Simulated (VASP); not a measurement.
A run of VASP 6.6.1 is set up as follows.

File POSCAR:

```
NbTe
1.0
    3.7579961227      0.0000000000      0.0000000000
   -1.8789980614      3.2545201096      0.0000000000
    0.0000000000      0.0000000000      3.6545290199
Te Nb
1 1
Direct
    0.6666666667      0.3333333333      0.0000000000
    0.0000000000      0.0000000000      0.5000000000
```

File INCAR.step1:

```
SYSTEM = NbTe
PREC = Accurate
ENCUT = 520
EDIFF = 1E-5
ISMEAR = -1
SIGMA = 0.05
LREAL = .FALSE.
LASPH = .TRUE.
NELM = 80
ALGO = Normal
ISIF = 2
LWAVE = .TRUE.
LCHARG = .FALSE.
GGA = PE
NBANDS = 16
```

The input INCAR.step2:

```
SYSTEM = NbTe
PREC = Accurate
ENCUT = 520
EDIFF = 1E-7
ISMEAR = -1
SIGMA = 0.05
LREAL = .FALSE.
LASPH = .TRUE.
NELM = 80
ALGO = Normal
ISIF = 2
LWAVE = .FALSE.
LCHARG = .FALSE.
GGA = B3
LHFCALC = .TRUE.
AEXX = 0.2
AGGAX = 0.72
AGGAC = 0.81
ALDAC = 0.19
PRECFOCK = Normal
ISTART = 1
NBANDS = 16
```

KPOINTS

```
Automatic mesh
0
G
  4 4 4
  0 0 0
```

Potentials or basis: VASP PAW PBE potentials, release 64 (Te, Nb_sv).

Launch:

```console
$ cat potpaw_PBE.64/Te/POTCAR potpaw_PBE.64/Nb_sv/POTCAR > POTCAR
$ cp INCAR.step1 INCAR
$ mpirun -np 1 vasp_std > vasp.out
$ cp INCAR.step2 INCAR
$ mpirun -np 1 vasp_std > vasp.out
```

**Question.** What does it give for the pressure?

**Answer.** -0.2 GPa.

Stress tensor (GPa, compression positive):
```
-0.20  0.00  0.00
 0.00 -0.20  0.00
 0.00  0.00 -0.31
```

Caveat: the k points lie up to 0.48 Å⁻¹ apart; the PAW data sets were made with another functional, which shifts forces and pressure a little.
